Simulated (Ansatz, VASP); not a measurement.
**Two plane-wave programs on SnH5**

The input INCAR:

```
SYSTEM = SnH5
  ALGO = Normal
  EDIFF = 1E-6
  EDIFFG = -0.01
  ENCUT = 600
  GGA = PE
  IBRION = 2
  ISIF = 3
  ISMEAR = 0
  LASPH = .True.
  LCHARG = .False.
  LREAL = .False.
  LWAVE = .False.
  NELM = 60
  NSW = 100
  PREC = Accurate
  SIGMA = 0.1
```

Contents of KPOINTS:

```
k-points
0
Gamma
  12 12 4
  0 0 0
```

File POSCAR:

```
SnH5
1.0
    3.5837080925      0.0000000000      0.0000000000
   -1.7918540462      3.1035822478      0.0000000000
    0.0000000000      0.0000000000     10.5964983228
Sn H
1 5
Direct
    0.6666666667      0.3333333333      0.0000000000
    0.0000000000      0.0000000000      0.0000000000
    0.0000000000      0.0000000000      0.3168598125
    0.0000000000      0.0000000000      0.6831401875
    0.0000000000      0.0000000000      0.6122953846
    0.0000000000      0.0000000000      0.3877046154
```

Input for Ansatz:

```yaml
crystal:
  lattice:
    - [3.5837080925, 0.0, 0.0]
    - [-1.7918540462, 3.1035822478, 0.0]
    - [0.0, 0.0, 10.5964983228]
  atoms:
    - { symbol: Sn, position: [0.6666666667, 0.3333333333, 0.0] }
    - { symbol: H, position: [0.0, 0.0, 0.0] }
    - { symbol: H, position: [0.0, 0.0, 0.3168598125] }
    - { symbol: H, position: [0.0, 0.0, 0.6831401875] }
    - { symbol: H, position: [0.0, 0.0, 0.6122953846] }
    - { symbol: H, position: [0.0, 0.0, 0.3877046154] }
basis:
  ecutwfc: 420
kpoints:
  mp_grid: { grid: [12, 12, 4] }
hamiltonian:
  xc: pbe
scf:
  occupations: { method: gaussian, width: 0.1 }
output:
  forces: true
  stress: true
  eigenvalues: true
relax:
  adjacent_minimum: "off"
  f_tol: 0.01
  max_steps: 80
  cell: { stress_tol: 0.05 }
```

Alike in both runs: task relaxation of cell and atoms; functional PBE; k mesh 12 × 12 × 4; occupations gaussian, width 0.1 eV; no spin polarisation.

|  | VASP | Ansatz |
| --- | --- | --- |
| version | VASP 6.6.1 | Ansatz 0.2.0 |
| potentials or method | VASP PAW PBE potentials, release 64 (Sn_d, H), cutoff 600 eV | scalar-relativistic, plane waves, PAW |
| valence electrons in the cell | 19 | 19 |

```csv
,VASP,Ansatz,Ansatz less VASP
"gap on the k mesh at the Fermi level, each at its own relaxed structure (eV)",none,none,-
relaxed volume (Å³/atom),20.89,21.93,+1.035
relaxed length of the cell vector where the two differ most in proportion (Å),11.154,11.699,+0.5458
```

A gap of «none» marks a metal or a gap that the smearing closes.
